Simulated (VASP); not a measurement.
ZnS, 4 atoms in the cell. Symmetry: P6_3/mmc, No. 194, hexagonal system. Conventional cell: a = 3.590 Å, b = 3.590 Å, c = 5.880 Å, α = 90.00°, β = 90.00°, γ = 120.00°. Zn (site symmetry -3m) has 6 S at 2.54 Å and 2 Zn at 2.94 Å within 3.4 Å. S (site symmetry -6m2) has 6 Zn at 2.54 Å within 3.4 Å. 

| Quantity | Value |
| --- | --- |
| Program | VASP 6.6.1 |
| Task | single point |
| Functional | r2SCAN |
| Potentials or basis | VASP PAW PBE potentials, release 64 (Zn, S) |
| Cutoff | 520 eV |
| k mesh | 12 × 12 × 4 |
| Occupations | gaussian, width 0.01 eV |
| Spin | no spin polarisation |
| Dipole correction | no |
| Further INCAR settings | ALGO = Normal; EDIFF = 1e-07; NBANDS = 26 |

Potentials or basis: VASP PAW PBE potentials, release 64 (Zn, S).

The run is started by

```console
$ cat potpaw_PBE.64/Zn/POTCAR potpaw_PBE.64/S/POTCAR > POTCAR
$ cp INCAR.step1 INCAR
$ mpirun -np 1 vasp_std > vasp.out
$ cp INCAR.step2 INCAR
$ mpirun -np 1 vasp_std > vasp.out
```

Hardware: 1 thread of Intel(R) Xeon(R) Platinum 8259CL CPU @ 2.50GHz (Skylake/Cascade Lake) (shared host).

Question: Estimate the wall time of this run.

Answer: Run time: 5.9 min on 1 thread of Intel(R) Xeon(R) Platinum 8259CL CPU @ 2.50GHz (Skylake/Cascade Lake), on a shared host, peak memory 0.25 GiB. Counts: k points 57.
